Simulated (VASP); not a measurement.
# CdTe (Cmcm) in VASP: notebook, part 2 of 2

VASP 6.6.1. The steps go on from the part before.

### 3 Electric field gradients, PBEsol (30.62 Å³/atom)

This run uses another cell than the first one, of 30.62 Å³/atom.

Contents of INCAR:

```
SYSTEM = CdTe
PREC     = Accurate       ! precision mode
ENCUT    = 520            ! plane-wave cutoff, eV
EDIFF    = 1E-8           ! SCF threshold, eV
ISMEAR   = -1             ! smearing method
SIGMA    = 0.05           ! smearing width, eV
LREAL    = .False.        ! projectors in reciprocal space
LASPH    = .True.         ! aspherical terms in the spheres
NELM     = 100            ! most SCF steps
ALGO     = Normal         ! electronic algorithm
ISIF     = 2              ! what is computed and relaxed
LWAVE    = .False.        ! write WAVECAR
LCHARG   = .False.        ! write CHGCAR
GGA      = PS             ! functional
LEFG     = .True.       
NBANDS   = 26             ! bands
```

Contents of KPOINTS:

```
regular mesh
0
Gamma
  9 9 6
  0 0 0
```

Contents of POSCAR:

```
CdTe
1.0
    3.1254100081     -3.1553030168      0.0000000000
    3.1254100081      3.1553030168      0.0000000000
    0.0000000000      0.0000000000      6.2101068761
Cd Te
2 2
Direct
    0.2770300000      0.7229700000      0.7500000000
    0.7229700000      0.2770300000      0.2500000000
    0.7661370000      0.2338630000      0.7500000000
    0.2338630000      0.7661370000      0.2500000000
```

Potentials or basis: VASP PAW PBE potentials, release 64 (Cd, Te).

Command:

```sh
> cat potpaw_PBE.64/Cd/POTCAR potpaw_PBE.64/Te/POTCAR > POTCAR
> mpirun -np 1 vasp_std > vasp.out
```

OUTCAR:

```text
SYSTEM = CdTe
   PREC = Accurate
   ENCUT = 520
   EDIFF = 1E-8
   ISMEAR = -1
   LREAL = .False.
   LASPH = .True.
   NELM = 100
   ISIF = 2
   GGA = PS

 ion  position               nearest neighbor table
   1  0.277  0.723  0.750-   3 3.09   4 3.12   4 3.12   3 3.13   3 3.13   3 3.22
   2  0.723  0.277  0.250-   4 3.09   3 3.12   3 3.12   4 3.13   4 3.13   4 3.22
   3  0.766  0.234  0.750-   1 3.09   2 3.12   2 3.12   1 3.13   1 3.13   1 3.22
   4  0.234  0.766  0.250-   2 3.09   1 3.12   1 3.12   2 3.13   2 3.13   2 3.22

  LATTYP: Found a base centered orthorhombic cell.
 ALAT       =     6.2508200162
 B/A-ratio  =     1.0095645079
 C/A-ratio  =     0.9934867521

  Lattice vectors:
[... 926 lines left out ...]
 ion       V_xx      V_yy      V_zz      V_xy      V_xz      V_yz
---------------------------------------------------------------------
   1      -0.335     4.616    -4.281     0.000     0.000    -0.000
   2      -0.335     4.616    -4.281     0.000    -0.000     0.000
   3       6.794    -9.023     2.228    -0.000    -0.000     0.000
   4       6.794    -9.023     2.228     0.000    -0.000    -0.000
---------------------------------------------------------------------

 Electric field gradients after diagonalization (V/A^2)
 (convention: |V_zz| > |V_xx| > |V_yy|)
----------------------------------------------------------------------
 ion       V_xx      V_yy      V_zz     asymmetry (V_yy - V_xx)/ V_zz
----------------------------------------------------------------------
   1      -4.281    -0.335     4.616       0.855
   2      -4.281    -0.335     4.616       0.855
   3       6.794     2.228    -9.023       0.506
   4       6.794     2.228    -9.023       0.506
----------------------------------------------------------------------

           NMR quadrupolar parameters

 Cq : quadrupolar parameter    Cq=e*Q*V_zz/h
 eta: asymmetry parameters     (V_yy - V_xx)/ V_zz
 Q  : nuclear electric quadrupole moment in mb (millibarn)
----------------------------------------------------------------------
 ion       Cq(MHz)       eta       Q (mb)
----------------------------------------------------------------------
   1       0.011       0.855       1.000
   2       0.011       0.855       1.000
   3      -0.022       0.506       1.000
   4      -0.022       0.506       1.000
----------------------------------------------------------------------
```

OSZICAR:

```text
N       E                     dE             d eps       ncg     rms          rms(c)
DAV:   1     0.217738452530E+03    0.21774E+03   -0.16249E+04  5200   0.122E+03
DAV:   2    -0.207902213769E+00   -0.21795E+03   -0.21060E+03  5730   0.290E+02
DAV:   3    -0.106902315883E+02   -0.10482E+02   -0.10363E+02  6174   0.638E+01
DAV:   4    -0.108086518102E+02   -0.11842E+00   -0.11833E+00  6356   0.583E+00
DAV:   5    -0.108102101670E+02   -0.15584E-02   -0.15583E-02  5982   0.625E-01    0.648E+00
DAV:   6    -0.102600274185E+02    0.55018E+00   -0.11556E+00  5428   0.957E+00    0.558E+00
DAV:   7    -0.102374736498E+02    0.22554E-01   -0.21131E-01  5716   0.234E+00    0.237E+00
DAV:   8    -0.102337920075E+02    0.36816E-02   -0.14340E-02  5540   0.116E+00    0.565E-01
DAV:   9    -0.102332556971E+02    0.53631E-03   -0.23109E-03  5916   0.367E-01    0.681E-02
DAV:  10    -0.102332563002E+02   -0.60304E-06   -0.19117E-04  5504   0.128E-01    0.424E-02
DAV:  11    -0.102332709721E+02   -0.14672E-04   -0.49640E-05  5468   0.351E-02    0.239E-02
DAV:  12    -0.102332677374E+02    0.32347E-05   -0.81225E-06  5392   0.154E-02    0.127E-02
DAV:  13    -0.102332677449E+02   -0.74560E-08   -0.75107E-07  5754   0.502E-03    0.864E-03
DAV:  14    -0.102332676350E+02    0.10992E-06   -0.88513E-08  5656   0.248E-03    0.511E-03
DAV:  15    -0.102332674407E+02    0.19422E-06   -0.31556E-08  5396   0.145E-03    0.159E-03
DAV:  16    -0.102332674618E+02   -0.21084E-07   -0.12026E-09  2802   0.239E-04    0.160E-03
DAV:  17    -0.102332674433E+02    0.18566E-07   -0.29490E-09  2756   0.281E-04    0.568E-04
DAV:  18    -0.102332674351E+02    0.81709E-08   -0.86371E-10  2726   0.141E-04
   1 F= -.10233267E+02 E0= -.10223939E+02  d E =-.186572E-01
```

Run time: 8.3 min. Hardware: 1 thread of Oxide Virtual Turin-like, shared host; peak memory 0.41 GiB.

Results:

- Free energy: -10.2333 eV
- Pressure: -5.0 GPa
- Largest force: 0.103 eV/Å
- Band gap on the k mesh: zero (bands 18 and 19 overlap by 1.16 eV)
- Largest electric field gradient by atom: Cd +4.6; Te -9.0 V/Å²

Forces on the atoms (eV/Å):
```
Cd   0.000  0.008  0.000
Cd   0.000 -0.008  0.000
Te   0.000  0.103  0.000
Te   0.000 -0.103  0.000
```

Stress tensor (GPa, compression positive):
```
-5.12  0.00  0.00
 0.00 -5.08  0.00
 0.00  0.00 -4.88
```

Electric field gradients, principal values (V/Å²):
```tsv
atom	least	middle	greatest (by size)
1 Cd	-0.335	-4.281	4.616
2 Cd	-0.335	-4.281	4.616
3 Te	2.228	6.794	-9.023
4 Te	2.228	6.794	-9.023
```

Caveat: the cell stands under tension; without QUAD_EFG the Cq values of the log hold for a quadrupole moment of 1 mb, not for the nuclei; the PAW data sets were made with another functional, which shifts forces and pressure a little; spin-orbit coupling is left out, which moves the levels of the heavy elements.
